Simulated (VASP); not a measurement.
# Sr (Im-3m) in VASP: a series of runs, part 2 of 3

VASP 6.6.1. Earlier steps stand in the parts before.

### Step 5. Single point, LDA

This run uses another cell than the first one, of 47.83 Å³/atom, 1.136 times its volume.

The input, INCAR:

```
SYSTEM = Sr
  PREC = Accurate
  ENCUT = 520
  EDIFF = 1E-7
  ISMEAR = -1
  SIGMA = 0.1
  LREAL = .FALSE.
  LASPH = .TRUE.
  NELM = 100
  ALGO = Normal
  ISIF = 2
  LWAVE = .FALSE.
  LCHARG = .FALSE.
  GGA = CA
  NBANDS = 11
```

The input, KPOINTS:

```
Automatic mesh
0
G
  11 11 11
  0 0 0
```

The input, POSCAR:

```
Sr
1.0
   -2.2867621618      2.2867621618      2.2867621618
    2.2867621618     -2.2867621618      2.2867621618
    2.2867621618      2.2867621618     -2.2867621618
Sr
1
Direct
    0.0000000000      0.0000000000      0.0000000000
```

Potentials or basis: VASP PAW LDA potentials, release 64 (Sr_sv).

Started as:

```sh
cat potpaw_LDA.64/Sr_sv/POTCAR > POTCAR
mpirun -np 1 vasp_std > vasp.out
```

OUTCAR:

```text
SYSTEM = Sr
   PREC = Accurate
   ENCUT = 520
   EDIFF = 1E-7
   ISMEAR = -1
   LREAL = .FALSE.
   LASPH = .TRUE.
   NELM = 100
   ISIF = 2
   GGA = CA

 ion  position               nearest neighbor table
   1  0.000  0.000  0.000-

  LATTYP: Found a body centered cubic cell.
 ALAT       =     4.5735243236

  Lattice vectors:

 A1 = (  -2.2867621618,   2.2867621618,   2.2867621618)
 A2 = (   2.2867621618,  -2.2867621618,   2.2867621618)
 A3 = (   2.2867621618,   2.2867621618,  -2.2867621618)

Analysis of symmetry for initial positions (statically):
=====================================================================
 Subroutine PRICEL returns:
 Original cell was already a primitive cell.

 Routine SETGRP: Setting up the symmetry group for a
 body centered cubic supercell.

 Subroutine GETGRP returns: Found 48 space group operations
 (whereof 48 operations were pure point group operations)
 out of a pool of 48 trial point group operations.

The static configuration has the point symmetry O_h .

Analysis of symmetry for dynamics (positions and initial velocities):
=====================================================================
 Subroutine PRICEL returns:
 Original cell was already a primitive cell.

 Routine SETGRP: Setting up the symmetry group for a
 body centered cubic supercell.

 Subroutine GETGRP returns: Found 48 space group operations
 (whereof 48 operations were pure point group operations)
 out of a pool of 48 trial point group operations.

The dynamic configuration has the point symmetry O_h .

 Subroutine INISYM returns: Found 48 space group operations
 (whereof 48 operations are pure point group operations),
 and found     1 'primitive' translations

----------------------------------------------------------------------------------------

                                     Primitive cell

  volume of cell :      47.8325

  direct lattice vectors                    reciprocal lattice vectors
    -2.286762162  2.286762162  2.286762162     0.000000000  0.218649761  0.218649761
     2.286762162 -2.286762162  2.286762162     0.218649761  0.000000000  0.218649761
     2.286762162  2.286762162 -2.286762162     0.218649761  0.218649761  0.000000000

  length of vectors
     3.960788249  3.960788249  3.960788249     0.309217457  0.309217457  0.309217457

  position of ions in fractional coordinates (direct lattice)
     0.000000000  0.000000000  0.000000000

  ion indices of the primitive-cell ions
   primitive index   ion index
                 1           1

----------------------------------------------------------------------------------------

 KPOINTS: Automatic mesh

Automatic generation of k-mesh.
 Grid dimensions read from file:
 generate k-points for:   11   11   11

 Generating k-lattice:

  Cartesian coordinates                     Fractional coordinates (reciprocal lattice)
     0.000000000  0.019877251  0.019877251     0.090909091  0.000000000  0.000000000
     0.019877251  0.000000000  0.019877251     0.000000000  0.090909091  0.000000000
     0.019877251  0.019877251  0.000000000     0.000000000  0.000000000  0.090909091

  Length of vectors
     0.028110678  0.028110678  0.028110678

  Shift w.r.t. Gamma in fractional coordinates (k-lattice)
     0.000000000  0.000000000  0.000000000

 Subroutine IBZKPT returns following result:
 ===========================================

 Found     56 irreducible k-points:

 Following reciprocal coordinates:
            Coordinates               Weight
  0.000000  0.000000  0.000000      1.000000
  0.090909  0.000000  0.000000     12.000000
  0.181818  0.000000  0.000000     12.000000
  0.272727  0.000000  0.000000     12.000000
  0.363636  0.000000  0.000000     12.000000
  0.454545  0.000000  0.000000     12.000000
[... 16 lines left out ...]
  0.272727  0.181818  0.090909     48.000000
  0.363636  0.181818  0.090909     24.000000
 [... further k-points ...]
   k-points           NKPTS =     56   k-points in BZ     NKDIM =     56   number of bands    NBANDS=     11
   number of dos      NEDOS =    301   number of ions     NIONS =      1
   total plane-waves  NPLWV =  27000
   dimension x,y,z NGX =    30 NGY =   30 NGZ =   30
   dimension x,y,z NGXF=    60 NGYF=   60 NGZF=   60
   ions per type =               1
   NGX,Y,Z   is equivalent  to a cutoff of  12.59, 12.59, 12.59 a.u.
   NGXF,Y,Z  is equivalent  to a cutoff of  25.18, 25.18, 25.18 a.u.
 SYSTEM =  Sr
   PREC   = accura    normal or accurate (medium, high low for compatibility)
   ISTART =      0    job   : 0-new  1-cont  2-samecut
   ICHARG =      2    charge: 1-file 2-atom 10-const
   ISPIN  =      1    spin polarized calculation?
   LNONCOLLINEAR =      F non collinear calculations
   LSORBIT =      F    spin-orbit coupling
   LASPH  =      T    aspherical Exc in radial PAW
   ENCUT  =  520.0 eV  38.22 Ry    6.18 a.u.   7.36  7.36  7.36*2*pi/ulx,y,z
   NELM   =    100;   NELMIN=  2; NELMDL= -5     # of ELM steps
   EDIFF  = 0.1E-06   stopping-criterion for ELM
   LREAL  =      F    real-space projection
   EDIFFG = 0.1E-05   stopping-criterion for IOM
   NSW    =      0    number of steps for IOM
   IBRION =     -1    ionic relax: 0-MD 1-quasi-New 2-CG
   NFREE  =      0    steps in history (QN), initial steepest desc. (CG)
   ISIF   =      2    stress and relaxation
   ISYM   =      2    0-nonsym 1-usesym 2-fastsym
   POTIM  = 0.5000    time-step for ionic-motion
   TEBEG  =    0.0;   TEEND  =   0.0 temperature during run
   PSTRESS=    0.0 pullay stress
   NELECT =      10.0000    total number of electrons
   NUPDOWN=      -1.0000    fix difference up-down
   EMIN   =  10.00;   EMAX   =-10.00  energy-range for DOS
   EFERMI =   0.00;   METHOD = LEGACY
   ISMEAR =    -1;   SIGMA  =   0.10  broadening in eV -4-tet -1-fermi 0-gaus
   EFERMI_NEDOS =   21; number of points for ismear=-14 and -15
   IALGO  =     38    algorithm
   IMIX   =      4    mixing-type and parameters
     AMIX     =   0.40;   BMIX     =  1.00
     AMIX_MAG =   1.60;   BMIX_MAG =  1.00
  volume/ion in A,a.u.               =      47.83       322.79
  Fermi-wavevector in a.u.,A,eV,Ry     =   0.971629  1.836113 12.844758  0.944063
  Thomas-Fermi vector in A             =   2.101862
   LORBIT       =      0    0 simple, 1 ext, 2 COOP (PROOUT), +10 PAW based schemes
   GGA     = CA    functional components
   LHFCALC =     F    Hartree Fock is set to
   AEXX    =    0.0000 exact exchange contribution
   IVDW    =     0    specifies the selected vdW correction
   LEPSILON=     F    determine dielectric tensor
   LRPA    =     F    only Hartree local field effects (RPA)
 non-spin polarized calculation
  energy-cutoff  :      520.00
  volume of cell :       47.83
 maximum number of plane-waves:      1306
 NGX is ok and might be reduce to    30
   NGX = 15   NGY = 15   NGZ = 15

 number of electron      10.0000000 magnetization

 Free energy of the ion-electron system (eV)
  ---------------------------------------------------
  ext. energy  EPLUGINS =         0.00000000
  ---------------------------------------------------
  free energy    TOTEN  =        -1.91587011 eV

  energy without entropy =       -1.87979462  energy(sigma->0) =       -1.89783237

 E-fermi :   1.8655     XC(G=0):  -8.0056

 val. band max:        1.8209031206   @ k =  -0.4545  -0.4545   0.2727
 cond. band min:       1.9999066476   @ k =  -0.4545   0.4545   0.2727
 fundamental gap:      0.1790035270
 Fermi energy:         1.8654824505

 k-point     1 :       0.0000    0.0000    0.0000
  band No.  band energies     occupation
      1     -34.2759      2.00000
      2     -16.2202      2.00000
      3     -16.2202      2.00000
      4     -16.2202      2.00000
      5      -1.9437      2.00000
      6       4.3395      0.00000
      7       4.3395      0.00000
      8       4.3395      0.00000
      9       5.8725      0.00000
     10       5.8725      0.00000
     11      10.5840      0.00000
[... 309 lines left out ...]
 k-point    24 :       0.3636    0.1818    0.0909
  band No.  band energies     occupation
      1     -34.2444      2.00000
      2     -16.4905      2.00000
      3     -16.3683      2.00000
      4     -16.2723      2.00000
      5       1.5200      1.93876
      6       2.3017      0.02517
      7       2.6227      0.00103
      8       5.9716      0.00000
      9       6.4768      0.00000
     10       6.9190      0.00000
     11       8.4888      0.00000

 [... further k-points ...]

------------------------ aborting loop because EDIFF is reached ----------------------------------------

  FORCE on cell =-STRESS in cart. coord.  units (eV):
  Direction    XX          YY          ZZ          XY          YZ          ZX
  --------------------------------------------------------------------------------------
  -------------------------------------------------------------------------------------
  Total        0.0033344      0.0033344      0.0033344      0.0000000      0.0000000     -0.0000000
  in kB        0.1116886      0.1116886      0.1116886      0.0000000      0.0000000     -0.0000000
  external PRESSURE =       0.1116886 kB  Pullay stress =       0.0000000 kB

 VOLUME and BASIS-vectors are now :
 -----------------------------------------------------------------------------
  energy-cutoff  :      520.00
  volume of cell :       47.83
      direct lattice vectors                 reciprocal lattice vectors
    -2.286762162  2.286762162  2.286762162     0.000000000  0.218649761  0.218649761
     2.286762162 -2.286762162  2.286762162     0.218649761  0.000000000  0.218649761
     2.286762162  2.286762162 -2.286762162     0.218649761  0.218649761  0.000000000

 POSITION                                       TOTAL-FORCE (eV/Angst)
 -----------------------------------------------------------------------------------
      0.00000      0.00000      0.00000        -0.000000     -0.000000      0.000000
 -----------------------------------------------------------------------------------
    total drift:                                0.000000     -0.000000      0.000000

  FREE ENERGIE OF THE ION-ELECTRON SYSTEM (eV)
  ---------------------------------------------------
  free  energy   TOTEN  =        -1.9158701146 eV

  energy  without entropy=       -1.8797946166  energy(sigma->0) =       -1.89783237
```

Wall time 52 s (1 thread of AMD EPYC 7R13, shared host); peak memory 0.13 GiB.

Results:

```
Free energy            : -1.9159 eV
Pressure               : 0.0 GPa
Band gap on the k mesh : zero (band 5 reaches 2.26 eV, above the bottom of band 6 at 1.62 eV)
```

### Step 6. Single point, LDA (volume scaled by 1.04)

The input, INCAR:

```
PREC = Accurate
ENCUT = 520
EDIFF = 1E-6
ISMEAR = -1
SIGMA = 0.1
LREAL = False
LASPH = True
NELM = 80
ALGO = Normal
ISIF = 2
LWAVE = False
LCHARG = False
GGA = CA
NBANDS = 11
```

The input, KPOINTS:

```
regular mesh
0
Gamma
  11 11 11
```

The input, POSCAR:

```
Sr
1.0
   -2.3168545885      2.3168545885      2.3168545885
    2.3168545885     -2.3168545885      2.3168545885
    2.3168545885      2.3168545885     -2.3168545885
Sr
1
Direct
    0.0000000000      0.0000000000      0.0000000000
```

Potentials or basis: VASP PAW LDA potentials, release 64 (Sr_sv).

Started as:

```sh
cat potpaw_LDA.64/Sr_sv/POTCAR > POTCAR
mpirun -np 1 vasp_std > vasp.out
```

Run time: 66 s. Hardware: 1 thread of AMD EPYC 7R13, shared host; peak memory 0.13 GiB.

Results (log left out):

```
Free energy            : -1.9130 eV
Pressure               : -0.5 GPa
Band gap on the k mesh : zero (band 5 reaches 2.11 eV, above the bottom of band 6 at 1.53 eV)
```

Levels at points of the mesh, in eV from the Fermi level:
```tsv
k point	band 3	band 4	band 5	band 6	band 7	band 8
(0.00, 0.00, 0.00)	-18.18	-18.18	-3.76	2.42	2.42	2.42
```

Caveat: the cell differs from its parent crystal (volume scaled by 1.04).

(Continued in part 3 of 3.)
